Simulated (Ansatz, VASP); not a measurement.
**Two plane-wave programs on BN**

```
B N
1.0
     2.51218    0.00000    0.00000
    -1.25609    2.17561    0.00000
     0.00000    0.00000    8.59400
B N
2 2
Direct
  0.33333 0.66667 0.25000
  0.66667 0.33333 0.75000
  0.33333 0.66667 0.75000
  0.66667 0.33333 0.25000
```

Change from the starting cell: strain +0.0300 x Voigt [0, 0, 1, 0, 0, 0], atoms carried along.

Alike in both runs: task single point; functional PBE; k mesh 12 × 12 × 4; occupations gaussian, width 0.05 eV; no spin polarisation.

|  | VASP | Ansatz |
| --- | --- | --- |
| version | VASP 6.6.1 | Ansatz 0.2.0 |
| potentials or method | VASP PAW PBE potentials, release 64 (B, N), cutoff 520 eV | scalar-relativistic, plane waves, PAW |
| valence electrons in the cell | 16 | 16 |

```tsv
	VASP	Ansatz	Ansatz less VASP
gap on the k mesh at the Fermi level (eV)	4.34	4.34	+0.001
least direct gap on the mesh (eV)	4.66	4.66	+0.003
pressure (GPa)	0.0	0.0	-0.05
traceless stress, the component that is largest in VASP (GPa)	-0.16	0.00	+0.159
```
